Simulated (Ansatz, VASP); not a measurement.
GaP: VASP beside Ansatz

```
CELL_PARAMETERS angstrom
0.00000 2.68483 2.68483
2.68483 0.00000 2.68483
2.68483 2.68483 0.00000
ATOMIC_POSITIONS crystal
Ga 0.00000 0.00000 0.00000
P 0.75000 0.75000 0.75000
```

Alike in both runs: task single point; functional PBE; dispersion D3(BJ); k mesh 8 × 8 × 8; occupations gaussian, width 0.05 eV; no spin polarisation.

|  | VASP | Ansatz |
| --- | --- | --- |
| version | VASP 6.6.1 | Ansatz 0.2.0 |
| potentials or method | VASP PAW PBE potentials, release 64 (Ga_d, P), cutoff 520 eV | scalar-relativistic, plane waves, PAW |
| valence electrons in the cell | 18 | 18 |

|  | VASP | Ansatz | Ansatz less VASP |
| --- | --- | --- | --- |
| gap on the k mesh at the Fermi level (eV) | 1.56 | 1.56 | 0.000 |
| least direct gap on the mesh (eV) | 2.20 | 2.20 | 0.000 |
| pressure (GPa) | 3.8 | 3.9 | +0.11 |
